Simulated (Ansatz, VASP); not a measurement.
# SiC4 in VASP and in Ansatz

```
Si C
1.0
     2.47071    0.00000    0.00000
    -1.23536    2.13970    0.00000
     0.00000    0.00000   23.92815
Si C
2 8
Direct
  0.33333 0.66667 0.75000
  0.66667 0.33333 0.25000
  0.33333 0.66667 0.92366
  0.33333 0.66667 0.07633
  0.33333 0.66667 0.42367
  0.33333 0.66667 0.57634
  0.66667 0.33333 0.57633
  0.66667 0.33333 0.92367
  0.66667 0.33333 0.07634
  0.66667 0.33333 0.42366
```

Alike in both runs: task relaxation of cell and atoms; functional PBE; k mesh 18 × 18 × 2; occupations gaussian, width 0.1 eV; no spin polarisation.

```csv
,VASP,Ansatz
version,VASP 6.6.1,Ansatz 0.2.0
potentials or method,"VASP PAW PBE potentials, release 64 (Si, C), cutoff 600 eV","scalar-relativistic, plane waves, PAW"
valence electrons in the cell,40,40
```

VASP gave:

```
gap on the k mesh at the Fermi level, each at its own relaxed structure (eV) : none
relaxed volume (Å³/atom)                                                     : 13.94
relaxed cell length with the largest relative difference (Å)                 : 26.378
```

Task: Which values does Ansatz return?

Result: gap on the k mesh at the Fermi level, each at its own relaxed structure (eV): none; relaxed volume (Å³/atom): 14.11; relaxed cell length with the largest relative difference (Å): 26.716.

A gap of «none» marks a metal or a gap that the smearing closes.
